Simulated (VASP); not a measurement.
Sb, 1 atom in the cell. The structure is cubic, space group Pm-3m (No. 221). Conventional cell: a = 3.083 Å, b = 3.083 Å, c = 3.083 Å, α = 90.00°, β = 90.00°, γ = 90.00°. Within 4.1 Å of Sb (site symmetry m-3m) lie 6 Sb at 3.08 Å. This isn't the form of Sb at room conditions, which is rhombohedral.

| Item | Value |
| --- | --- |
| Program | VASP 6.6.1 |
| Task | relaxation of cell and atoms |
| Functional | r2SCAN |
| Potentials or basis | VASP PAW PBE potentials, release 64 (Sb) |
| Cutoff | 600 eV |
| k mesh | 14 × 14 × 14 |
| Occupations | gaussian, width 0.1 eV |
| Spin | no spin polarisation |
| Dipole correction | no |
| Further INCAR settings | ALGO = Normal; EDIFF = 1e-07; IBRION = 2; EDIFFG = -0.005; NSW = 100; ISIF = 3 |

Potentials or basis: VASP PAW PBE potentials, release 64 (Sb).

The run is started by

```sh
$ cat potpaw_PBE.64/Sb/POTCAR > POTCAR
$ cp INCAR.step1 INCAR
$ mpirun -np 1 vasp_std > vasp.out
$ cp INCAR.step2 INCAR
$ mpirun -np 1 vasp_std > vasp.out
```

Hardware: 1 thread of Intel Xeon 8259CL (shared host).

Q: Estimate the wall time of this run.

A: It took 4.5 min on 1 thread of Intel Xeon 8259CL, on a shared host, peak memory 0.19 GiB. Counts: k points 120, ion steps 3.
